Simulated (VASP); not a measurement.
Write the native input for VASP 6.6.1 that does the following.

```yaml
Task: single point
Functional: LDA
Potentials_or_basis: VASP PAW LDA potentials, release 64 (Cu, S)
Cutoff: 600 eV
k_mesh: 10 × 10 × 10
Occupations: gaussian, width 0.1 eV
Spin: collinear spin, zero start
Starting_moments: "[0.0, 0.0] μB"
Dipole_correction: no
Further_INCAR_settings: ALGO = Normal; EDIFF = 1e-06; NBANDS = 20
```

The structure of CuS lies in POSCAR:

```
CuS
1.0
    0.0000000000      2.4399030000      2.4399030000
    2.4399030000      0.0000000000      2.4399030000
    2.4399030000      2.4399030000      0.0000000000
Cu S
1 1
Direct
    0.0000000000      0.0000000000      0.0000000000
    0.5000000000      0.5000000000      0.5000000000
```

These files were run (other wordings do the same):

INCAR

```
SYSTEM = CuS
PREC     = Accurate       ! precision mode
ENCUT    = 600            ! plane-wave cutoff, eV
EDIFF    = 1E-6           ! SCF threshold, eV
ISMEAR   = 0              ! smearing method
SIGMA    = 0.1            ! smearing width, eV
LREAL    = .False.        ! projectors in reciprocal space
LASPH    = .True.         ! aspherical terms in the spheres
NELM     = 200            ! most SCF steps
ALGO     = Normal         ! electronic algorithm
ISIF     = 2              ! what is computed and relaxed
LWAVE    = .False.        ! write WAVECAR
LCHARG   = .False.        ! write CHGCAR
ISPIN    = 2              ! spin polarisation
MAGMOM   = 0 0            ! initial moments
LORBIT   = 11             ! projections on sites
LMAXMIX  = 4              ! l up to which the mixer works
GGA      = CA             ! functional
NBANDS   = 20             ! bands
GGA_COMPAT= .False.
```

KPOINTS

```
regular mesh
0
Gamma
  10 10 10
  0 0 0
```

Potentials or basis: VASP PAW LDA potentials, release 64 (Cu, S).

Run with:

```console
$ cat potpaw_LDA.64/Cu/POTCAR potpaw_LDA.64/S/POTCAR > POTCAR
$ mpirun -np 1 vasp_std > vasp.out
```

Results of the run:

```
Pressure                                              : -8.6 GPa
Net moment                                            : 0.00 μB per cell
Valence electrons inside the program's atomic spheres : Cu 9.90; S 3.64
```

Caveat: the cell stands under tension.

Run time: 56 s on 1 thread of AMD EPYC 7R43 64-Core Processor (Zen 3) (shared host), peak memory 0.14 GiB.
